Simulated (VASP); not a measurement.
Write the native input for VASP 6.6.1 that does the following.

| Property | Result |
| --- | --- |
| Task | single point |
| Functional | r2SCAN |
| Potentials or basis | VASP PAW PBE potentials, release 64 (Pb_d) |
| Cutoff | 520 eV |
| k mesh | 3 × 3 × 3 |
| Occupations | gaussian, width 0.1 eV |
| Spin | no spin polarisation |
| Dipole correction | no |
| Further INCAR settings | ALGO = Normal; EDIFF = 1e-07; NBANDS = 96 |

The system is Pb.

```xyz
12
Lattice="4.0643 2.3465 6.9313 -4.0643 2.3465 6.9313 0.0000 -4.6930 6.9313" Properties=species:S:1:pos:R:3 pbc="T T T"
Pb   -2.6150    1.5098    4.6716
Pb    0.0000   -3.0196    4.6716
Pb    2.6150    1.5098    4.6716
Pb    2.6150   -1.5098   16.1222
Pb   -2.6150   -1.5098   16.1222
Pb    0.0000    3.0196   16.1222
Pb   -1.6640    0.9607    7.4370
Pb    0.0000   -1.9214    7.4370
Pb    1.6640    0.9607    7.4370
Pb    1.6640   -0.9607   13.3568
Pb   -1.6640   -0.9607   13.3568
Pb    0.0000    1.9214   13.3568
```

These files were run (other wordings do the same):

POSCAR

```
Pb
1.0
    4.0642957108      2.3465222228      6.9312586920
   -4.0642957108      2.3465222228      6.9312586920
    0.0000000000     -4.6930444453      6.9312586920
Pb
12
Direct
    0.0101900000      0.6536100000      0.0101900000
    0.0101900000      0.0101900000      0.6536100000
    0.6536100000      0.0101900000      0.0101900000
    0.9898100000      0.3463900000      0.9898100000
    0.3463900000      0.9898100000      0.9898100000
    0.9898100000      0.9898100000      0.3463900000
    0.2211800000      0.6306000000      0.2211800000
    0.2211800000      0.2211800000      0.6306000000
    0.6306000000      0.2211800000      0.2211800000
    0.7788200000      0.3694000000      0.7788200000
    0.3694000000      0.7788200000      0.7788200000
    0.7788200000      0.7788200000      0.3694000000
```

INCAR.step1

```
SYSTEM = Pb
PREC = Accurate
ENCUT = 520
ISMEAR = 0
SIGMA = 0.1
LREAL = .FALSE.
LASPH = .TRUE.
NELM = 100
NBANDS = 96
GGA = PE
ALGO = Normal
EDIFF = 1E-4
LWAVE = .TRUE.
LCHARG = .FALSE.
```

INCAR.step2

```
SYSTEM = Pb
PREC = Accurate
ENCUT = 520
EDIFF = 1E-7
ISMEAR = 0
SIGMA = 0.1
LREAL = .FALSE.
LASPH = .TRUE.
NELM = 100
ALGO = Normal
ISIF = 2
LWAVE = .FALSE.
LCHARG = .FALSE.
METAGGA = R2SCAN
LMIXTAU = .TRUE.
NBANDS = 96
ISTART = 1
```

KPOINTS

```
regular mesh
0
G
  3 3 3
  0 0 0
```

Potentials or basis: VASP PAW PBE potentials, release 64 (Pb_d).

Run with:

```bash
$ cat potpaw_PBE.64/Pb_d/POTCAR > POTCAR
$ cp INCAR.step1 INCAR
$ mpirun -np 1 vasp_std > vasp.out
$ cp INCAR.step2 INCAR
$ mpirun -np 1 vasp_std > vasp.out
```

Results of the run:

* Pressure: 16.8 GPa
* Largest force: 2.544 eV/Å
* Band gap on the k mesh: zero (bands 84 and 85 overlap by 0.78 eV)

Caveat: the cell stands under pressure; the PAW data sets were made with another functional, which shifts forces and pressure a little; spin-orbit coupling is left out, which moves the levels of the heavy elements.

It took 13 min on 1 thread of Intel(R) Xeon(R) Platinum 8559C (Emerald Rapids), with other jobs on the host, peak memory 0.64 GiB.
